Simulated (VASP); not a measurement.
Ga: single point with r2SCAN

Crystal: Ga.

```xyz
2
Lattice="1.4012 -4.0795 0.0000 1.4012 4.0795 0.0000 -0.1190 0.0000 3.3737" Properties=species:S:1:pos:R:3 pbc="T T T"
Ga    1.3120    3.0107    2.5303
Ga    1.3715   -3.0107    0.8434
```

| Item | Value |
| --- | --- |
| Program | VASP 6.6.1 |
| Task | single point |
| Functional | r2SCAN |
| Potentials or basis | VASP PAW PBE potentials, release 64 (Ga_d) |
| Cutoff | 520 eV |
| k mesh | 10 × 10 × 8 |
| Occupations | fermi-dirac, width 0.05 eV |
| Spin | no spin polarisation |
| Dipole correction | no |
| Further INCAR settings | ALGO = Normal; EDIFF = 1e-07; NBANDS = 20 |

The pressure is -3.3 GPa, the largest force is 0.196 eV/Å and the band gap on the k mesh is zero (bands 13 and 14 overlap by 8.45 eV).

Forces on the atoms (eV/Å):
```
Ga   0.000 -0.196  0.000
Ga   0.000  0.196  0.000
```

Stress tensor (GPa, compression positive):
```
-2.81  0.00  0.52
 0.00 -3.45  0.00
 0.52  0.00 -3.70
```

Levels at points of the mesh, in eV from the Fermi level:
```csv
k point,band 11,band 12,band 13,band 14,band 15,band 16
"(0.00, 0.00, 0.00)",-11.48,-2.18,-1.66,1.66,5.81,9.96
"(0.50, 0.00, 0.00)",-6.24,-5.08,-1.42,0.10,5.87,6.70
"(0.50, 0.50, 0.00)",-9.33,-8.76,4.06,4.69,6.00,6.19
"(0.00, 0.00, 0.50)",-7.96,-7.96,1.70,1.70,2.63,2.63
"(0.50, 0.00, 0.50)",-2.97,-2.96,-1.67,-1.53,1.79,2.35
"(0.50, 0.50, 0.50)",-6.20,-6.20,-4.39,-4.39,11.12,11.12
```

Run time: 3.7 min on 1 thread of Intel(R) Xeon(R) 6975P-C (Granite Rapids), on a shared host, peak memory 0.27 GiB.

Caveat: the cell stands under tension; the PAW data sets were made with another functional, which shifts forces and pressure a little.
